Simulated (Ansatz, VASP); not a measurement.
**Ge in VASP and in Ansatz**

POSCAR

```
Ge
1.0
   -2.5219343658      2.5219343658      1.3688860134
    2.5219343658     -2.5219343658      1.3688860134
    2.5219343658      2.5219343658     -1.3688860134
Ge
2
Direct
    0.5000000000      0.5000000000      0.0000000000
    0.2500000000      0.7500000000      0.5000000000
```

Contents of INCAR.step1:

```
SYSTEM = Ge
ALGO     = Normal         ! electronic algorithm
EDIFF    = 1E-4           ! SCF threshold, eV
ENCUT    = 520            ! plane-wave cutoff, eV
GGA      = PE             ! functional
ISMEAR   = -1             ! smearing method
LASPH    = .TRUE.         ! aspherical terms in the spheres
LCHARG   = .FALSE.        ! write CHGCAR
LREAL    = .FALSE.        ! projectors in reciprocal space
LWAVE    = .TRUE.         ! write WAVECAR
NBANDS   = 21             ! bands
NELM     = 80             ! most SCF steps
PREC     = Accurate       ! precision mode
SIGMA    = 0.05           ! smearing width, eV
```

File INCAR.step2:

```
SYSTEM = Ge
ALGO     = Normal         ! electronic algorithm
EDIFF    = 1E-6           ! SCF threshold, eV
ENCUT    = 520            ! plane-wave cutoff, eV
ISIF     = 2              ! what is computed and relaxed
ISMEAR   = -1             ! smearing method
ISTART   = 1            
LASPH    = .TRUE.         ! aspherical terms in the spheres
LCHARG   = .FALSE.        ! write CHGCAR
LMIXTAU  = .TRUE.       
LREAL    = .FALSE.        ! projectors in reciprocal space
LWAVE    = .FALSE.        ! write WAVECAR
METAGGA  = R2SCAN         ! meta-GGA
NBANDS   = 21             ! bands
NELM     = 80             ! most SCF steps
PREC     = Accurate       ! precision mode
SIGMA    = 0.05           ! smearing width, eV
```

File KPOINTS:

```
k-points
0
G
  11 11 11
  0 0 0
```

The input input.yaml:

```yaml
crystal:
  lattice:
    - [-2.5219343658, 2.5219343658, 1.3688860134]
    - [2.5219343658, -2.5219343658, 1.3688860134]
    - [2.5219343658, 2.5219343658, -1.3688860134]
  atoms:
    - { symbol: Ge, position: [0.5, 0.5, 0.0] }
    - { symbol: Ge, position: [0.25, 0.75, 0.5] }
hamiltonian:
  xc: r2scan
  pseudopotentials: { kind: paw }
kpoints:
  mp_grid: { grid: [11, 11, 11] }
scf:
  occupations: { method: fermi_dirac, width: 0.05 }
output:
  forces: true
  stress: true
  eigenvalues: true
```

Alike in both runs: task single point; functional r2SCAN; k mesh 11 × 11 × 11; occupations fermi-dirac, width 0.05 eV; no spin polarisation.

```csv
,VASP,Ansatz
version,VASP 6.6.1,Ansatz 0.2.0
potentials or method,"VASP PAW PBE potentials, release 64 (Ge_d)",Ansatz PAW
plane-wave cutoff (eV),520,500
valence electrons in the cell,28,28
```

Ansatz gave:

```
gap on the k mesh at the Fermi level (eV)                     : none
pressure (GPa)                                                : 6.3
traceless stress, the component that is largest in VASP (GPa) : 0.36
```

Task: Which values does VASP return?

Result: gap on the k mesh at the Fermi level (eV): none; pressure (GPa): 6.1; traceless stress, the component that is largest in VASP (GPa): 0.32.

VASP's potentials were made for PBE, not for r2SCAN. A gap of «none» marks a metal or a gap that the smearing closes.
